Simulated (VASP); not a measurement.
CoSn:

```
Co Sn
1.0
     5.24604    0.00000    0.00000
    -2.62302    4.54320    0.00000
     0.00000    0.00000    4.18759
Co Sn
3 3
Direct
  0.00000 0.50000 0.00000
  0.50000 0.50000 0.00000
  0.50000 0.00000 0.00000
  0.66667 0.33333 0.50000
  0.33333 0.66667 0.50000
  0.00000 0.00000 0.00000
```

Base run:

```yaml
Program: VASP 6.6.1
Functional: PBEsol
Potentials_or_basis: VASP PAW PBE potentials, release 64 (Co, Sn_d)
Cutoff: 520 eV
k_mesh: 9 × 9 × 8
Occupations: gaussian, width 0.05 eV
Spin: no spin polarisation
```

Its results: pressure -2.2 GPa.

**Question.** The run is repeated on the same cell with these changes: functional from PBEsol to LDA; potentials or basis from VASP PAW PBE potentials, release 64 (Co, Sn_d) to VASP PAW LDA potentials, release 64 (Co, Sn_d). What comes out?

**Answer.** Pressure -6.0 GPa.

Caveats: the PAW data sets were made with another functional, which shifts forces and pressure a little (some runs).
